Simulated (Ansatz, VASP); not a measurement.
In2O3 in VASP and in Ansatz

INCAR

```
SYSTEM = In2O3
PREC = Accurate
ENCUT = 520
EDIFF = 1E-6
ISMEAR = 0
SIGMA = 0.01
LREAL = .False.
LASPH = .True.
NELM = 100
ALGO = Normal
ISIF = 2
LWAVE = .False.
LCHARG = .True.
GGA = PE
LELF = .True.
LVHAR = .True.
NBANDS = 55
```

The input KPOINTS:

```
Automatic mesh
0
Gamma
  4 4 4
  0 0 0
```

POSCAR

```
In2O3
1.0
    2.8425011984      1.6411188321      5.0152086902
   -2.8425011984      1.6411188321      5.0152086902
    0.0000000000     -3.2822376642      5.0152086902
In O
4 6
Direct
    0.8572457911      0.8572457911      0.8572457911
    0.3572457911      0.3572457911      0.3572457911
    0.1427542089      0.1427542089      0.1427542089
    0.6427542089      0.6427542089      0.6427542089
    0.4535242898      0.0464757102      0.7500000000
    0.0464757102      0.7500000000      0.4535242898
    0.5464757102      0.9535242898      0.2500000000
    0.2500000000      0.5464757102      0.9535242898
    0.9535242898      0.2500000000      0.5464757102
    0.7500000000      0.4535242898      0.0464757102
```

Input for Ansatz:

```yaml
crystal:
  lattice:
    - [2.8425011984, 1.6411188321, 5.0152086902]
    - [-2.8425011984, 1.6411188321, 5.0152086902]
    - [0.0, -3.2822376642, 5.0152086902]
  atoms:
    - { symbol: In, position: [0.8572457911, 0.8572457911, 0.8572457911] }
    - { symbol: In, position: [0.3572457911, 0.3572457911, 0.3572457911] }
    - { symbol: In, position: [0.1427542089, 0.1427542089, 0.1427542089] }
    - { symbol: In, position: [0.6427542089, 0.6427542089, 0.6427542089] }
    - { symbol: O, position: [0.4535242898, 0.0464757102, 0.75] }
    - { symbol: O, position: [0.0464757102, 0.75, 0.4535242898] }
    - { symbol: O, position: [0.5464757102, 0.9535242898, 0.25] }
    - { symbol: O, position: [0.25, 0.5464757102, 0.9535242898] }
    - { symbol: O, position: [0.9535242898, 0.25, 0.5464757102] }
    - { symbol: O, position: [0.75, 0.4535242898, 0.0464757102] }
kpoints:
  mp_grid: { grid: [4, 4, 4] }
hamiltonian:
  xc: pbe
scf:
  occupations: { method: fixed }
  n_extra_bands: 6
output:
  forces: true
  stress: true
  eigenvalues: true
```

Alike in both runs: task single point; functional PBE; k mesh 4 × 4 × 4; no spin polarisation.

|  | VASP | Ansatz |
| --- | --- | --- |
| version | VASP 6.6.1 | Ansatz 0.2.0 |
| potentials or method | VASP PAW PBE potentials, release 64 (In_d, O) | plane waves, PAW |
| plane-wave cutoff (eV) | 520 | 420 |
| occupations | gaussian, width 0.01 eV | fixed |
| valence electrons in the cell | 88 | 88 |

|  | VASP | Ansatz | Ansatz less VASP |
| --- | --- | --- | --- |
| gap on the k mesh at the Fermi level (eV) | 0.58 | 0.59 | +0.006 |
| pressure (GPa) | -7.6 | -7.8 | -0.27 |
| traceless stress, the component that is largest in VASP (GPa) | 0.68 | 0.78 | +0.103 |
| rms of the force components (eV/Å) | 0.038 | 0.034 | -0.0042 |

Atom by atom the forces differ by 0.006 eV/Å (rms over components).
